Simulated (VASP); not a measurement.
CdSe:

```
Cd Se
1.0
     0.00000    2.87396    2.87396
     2.87396    0.00000    2.87396
     2.87396    2.87396    0.00000
Cd Se
1 1
Cartesian
  0.0000 0.0000 0.0000
  2.8740 2.8740 2.8740
```

| Item | Value |
| --- | --- |
| Program | VASP 6.6.1 |
| Task | relaxation of cell and atoms |
| Functional | PBEsol |
| Dispersion | D4 |
| Potentials or basis | VASP PAW PBE potentials, release 64 (Cd, Se) |
| Cutoff | 600 eV |
| k mesh | 8 × 8 × 8 |
| Occupations | fermi-dirac, width 0.05 eV |
| Spin | no spin polarisation |

At the start: pressure -5.0 GPa; volume 23.74 Å³/atom.

Question: How do energy, volume and symmetry change on relaxing?

Answer: Over 3 steps the energy falls by 30.6 meV/atom and the volume is 21.92 Å³/atom (-7.7 %); space group Fm-3m (No. 225, to 0.05 Å).

The path:
```csv
step,energy change (eV),largest force (eV/Å),pressure (GPa),volume (Å³)
1,0.0000,0.0000,-4.97,47.48
2,-0.0523,0.0000,2.37,42.59
3,-0.0611,0.0000,0.00,43.83
```

Final structure:
```cif
data_structure
_symmetry_space_group_name_H-M 'P 1'
_symmetry_Int_Tables_number 1
_cell_length_a 3.9577
_cell_length_b 3.9577
_cell_length_c 3.9577
_cell_angle_alpha 60.000
_cell_angle_beta 60.000
_cell_angle_gamma 60.000
_cell_volume 43.83
loop_
_atom_site_label
_atom_site_type_symbol
_atom_site_fract_x
_atom_site_fract_y
_atom_site_fract_z
_atom_site_occupancy
Cd1 Cd 0.00000 0.00000 0.00000 1
Se1 Se 0.50000 0.50000 0.50000 1
```

Caveat: the PAW data sets were made with another functional, which shifts forces and pressure a little; pairwise dispersion overbinds metals, which lowers pressure and volume.
